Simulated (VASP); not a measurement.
Wanted: the native input for a VASP 6.6.1 run.

| Property | Result |
| --- | --- |
| Task | single point |
| Functional | PBEsol |
| Potentials or basis | VASP PAW PBE potentials, release 64 (Rh_pv, Si, Lu) |
| Cutoff | 520 eV |
| k mesh | 4 × 3 × 4 |
| Occupations | fermi-dirac, width 0.05 eV |
| Spin | no spin polarisation |
| Dipole correction | no |
| Further INCAR settings | ALGO = Normal; EDIFF = 1e-06; NBANDS = 45 |

The structure of LuSiRh3 lies in POSCAR:

```
LuSiRh3
1.0
    4.3109720000     -0.0649770000     -0.0423890000
   -0.0649770000      4.3832580000      0.0639310000
   -0.0423890000      0.0639310000      4.2517200000
Rh Si Lu
3 1 1
Direct
   -0.0470426445      0.5403697862      0.4973193269
    0.5077938016      0.9515692335      0.5132167920
    0.5092244463      0.5006654265      0.0295027597
    0.4072470948      0.4425239448      0.5184350801
    1.0250688943      1.0248850766      0.0033816238
```

These files were run (other wordings do the same):

INCAR

```
PREC = Accurate
ENCUT = 520
EDIFF = 1E-6
ISMEAR = -1
SIGMA = 0.05
LREAL = False
LASPH = True
NELM = 120
ALGO = Normal
ISIF = 2
LWAVE = False
LCHARG = False
GGA = PS
NBANDS = 45
GGA_COMPAT = False
```

KPOINTS

```
Automatic mesh
0
Gamma
  4 3 4
```

Potentials or basis: VASP PAW PBE potentials, release 64 (Rh_pv, Si, Lu).

Launch:

```sh
$ cat potpaw_PBE.64/Rh_pv/POTCAR potpaw_PBE.64/Si/POTCAR potpaw_PBE.64/Lu/POTCAR > POTCAR
$ mpirun -np 1 vasp_std > vasp.out
```

It gave:

```
Pressure               : 9.0 GPa
Largest force          : 3.428 eV/Å
Band gap on the k mesh : 0.19 eV
```

Caveat: the k points lie up to 0.48 Å⁻¹ apart; the PAW data sets were made with another functional, which shifts forces and pressure a little; spin-orbit coupling is left out, which moves the levels of the heavy elements; an odd mesh through Γ misses points on the zone boundary, where band edges can lie.

Run time: 2.6 min on 1 thread of Intel Xeon 8259CL (shared host), peak memory 0.25 GiB.
